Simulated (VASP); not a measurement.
Set up this calculation in VASP 6.6.1, as the native input.

```yaml
Task: single point
Functional: PBEsol-based screened hybrid
Potentials_or_basis: VASP PAW PBE potentials, release 64 (Zn)
Cutoff: 520 eV
k_mesh: 6 × 6 × 3
Occupations: fermi-dirac, width 0.05 eV
Spin: no spin polarisation
Dipole_correction: no
Grid_for_exact_exchange_PRECFOCK: Normal
Share_of_exact_exchange: 0.25
Further_INCAR_settings: ALGO = Normal; EDIFF = 1e-07; NBANDS = 19
Screening_parameter: 0.207 1/Å
```

Crystal: Zn.

```
Zn
1.0
     2.67000    0.00000    0.00000
    -1.33500    2.31229    0.00000
     0.00000    0.00000    4.96600
Zn
2
Direct
  0.66667 0.33333 0.75000
  0.33333 0.66667 0.25000
```

One way to write it, as run:

POSCAR

```
Zn
1.0
    2.6700000000      0.0000000000      0.0000000000
   -1.3350000000      2.3122878281      0.0000000000
    0.0000000000      0.0000000000      4.9660000000
Zn
2
Direct
    0.6666666667      0.3333333333      0.7500000000
    0.3333333333      0.6666666667      0.2500000000
```

INCAR.step1

```
PREC = Accurate
ENCUT = 520
EDIFF = 1E-5
ISMEAR = -1
SIGMA = 0.05
LREAL = False
LASPH = True
NELM = 100
ALGO = Normal
ISIF = 2
LWAVE = True
LCHARG = False
GGA = PE
NBANDS = 19
```

INCAR.step2

```
PREC = Accurate
ENCUT = 520
EDIFF = 1E-7
ISMEAR = -1
SIGMA = 0.05
LREAL = False
LASPH = True
NELM = 100
ALGO = Normal
ISIF = 2
LWAVE = False
LCHARG = False
GGA = PS
LHFCALC = True
AEXX = 0.25
HFSCREEN = 0.207
PRECFOCK = Normal
ISTART = 1
NBANDS = 19
```

KPOINTS

```
Automatic mesh
0
Gamma
  6 6 3
```

Potentials or basis: VASP PAW PBE potentials, release 64 (Zn).

Launch:

```console
$ cat potpaw_PBE.64/Zn/POTCAR > POTCAR
$ cp INCAR.step1 INCAR
$ mpirun -np 1 vasp_std > vasp.out
$ cp INCAR.step2 INCAR
$ mpirun -np 1 vasp_std > vasp.out
```

Results of the run:

```yaml
Pressure: -3.8 GPa
Band_gap_on_the_k_mesh: zero (band 12 reaches 3.53 eV, above the bottom of band 13 at -0.77 eV)
```

Caveat: the k points lie up to 0.45 Å⁻¹ apart; the PAW data sets were made with another functional, which shifts forces and pressure a little.

It took 12 min on 1 thread of Intel(R) Xeon(R) 6975P-C (Granite Rapids) (shared host), peak memory 0.24 GiB.
